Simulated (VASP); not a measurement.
AlN:

```xyz
2
Lattice="0.0000 2.1840 2.1840 2.1840 0.0000 2.1840 2.1840 2.1840 0.0000" Properties=species:S:1:pos:R:3 pbc="T T T"
Al    0.0000    0.0000    0.0000
N     1.0920    1.0920    1.0920
```

| Item | Value |
| --- | --- |
| Program | VASP 6.6.1 |
| Task | relaxation of cell and atoms |
| Functional | RPBE |
| Dispersion | D3(BJ) |
| Potentials or basis | VASP PAW PBE potentials, release 64 (Al, N) |
| Cutoff | 600 eV |
| k mesh | 10 × 10 × 10 |
| Occupations | fermi-dirac, width 0.05 eV |
| Spin | no spin polarisation |

At the start: pressure -13.4 GPa; volume 10.42 Å³/atom.

Where does the relaxation end?

Over 5 steps the energy falls by 29.3 meV/atom and the volume is 9.76 Å³/atom (-6.3 %); space group F-43m (No. 216, to 0.05 Å).

The path:
| step | energy change (eV) | largest force (eV/Å) | pressure (GPa) | volume (Å³) |
| --- | --- | --- | --- | --- |
| 1 | 0.0000 | 0.0000 | -13.40 | 20.83 |
| 2 | -0.0001 | 0.0000 | 16.64 | 18.32 |
| 3 | -0.0586 | 0.0000 | -0.18 | 19.52 |
| 4 | -0.0586 | 0.0000 | 0.17 | 19.49 |
| 5 | -0.0586 | 0.0000 | -0.14 | 19.52 |

Final structure:
```
CELL_PARAMETERS angstrom
0.00000 2.13708 2.13708
2.13708 0.00000 2.13708
2.13708 2.13708 0.00000
ATOMIC_POSITIONS crystal
Al 0.00000 0.00000 0.00000
N 0.25000 0.25000 0.25000
```

Caveat: the PAW data sets were made with another functional, which shifts forces and pressure a little.
